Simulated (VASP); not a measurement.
Set up this calculation in VASP 6.6.1, as the native input.

```yaml
Task: single point
Functional: PBEsol
Potentials_or_basis: VASP PAW PBE potentials, release 64 (Cd_sv_GW)
Cutoff: 540 eV
k_mesh: 12 × 12 × 6
Occupations: fermi-dirac, width 0.1 eV
Spin: no spin polarisation
Dipole_correction: no
Further_INCAR_settings: ALGO = Normal; EDIFF = 1e-06; NBANDS = 27
```

The structure of Cd lies in POSCAR:

```
Cd
1.0
    2.9273670101      0.0000000000      0.0000000000
   -1.4636835050      2.5351741970      0.0000000000
    0.0000000000      0.0000000000      5.7268036448
Cd
2
Direct
    0.3333333333      0.6666666667      0.2500000000
    0.6666666667      0.3333333333      0.7500000000
```

The input as run:

INCAR

```
PREC = Accurate
ENCUT = 540
EDIFF = 1E-6
ISMEAR = -1
SIGMA = 0.1
LREAL = F
LASPH = T
NELM = 120
ALGO = Normal
ISIF = 2
LWAVE = F
LCHARG = F
GGA = PS
NBANDS = 27
GGA_COMPAT = F
```

KPOINTS

```
regular mesh
0
Gamma
  12 12 6
```

Potentials or basis: VASP PAW PBE potentials, release 64 (Cd_sv_GW).

The run is started by

```sh
$ cat potpaw_PBE.64/Cd_sv_GW/POTCAR > POTCAR
$ mpirun -np 1 vasp_std > vasp.out
```

Results of the run:

The pressure is -2.2 GPa and the band gap on the k mesh is zero (bands 20 and 21 overlap by 4.46 eV).

Caveat: the PAW data sets were made with another functional, which shifts forces and pressure a little.

Wall time 52 s on 1 thread of Intel(R) Xeon(R) Platinum 8375C CPU @ 2.90GHz (Ice Lake), on a shared host, peak memory 0.23 GiB.
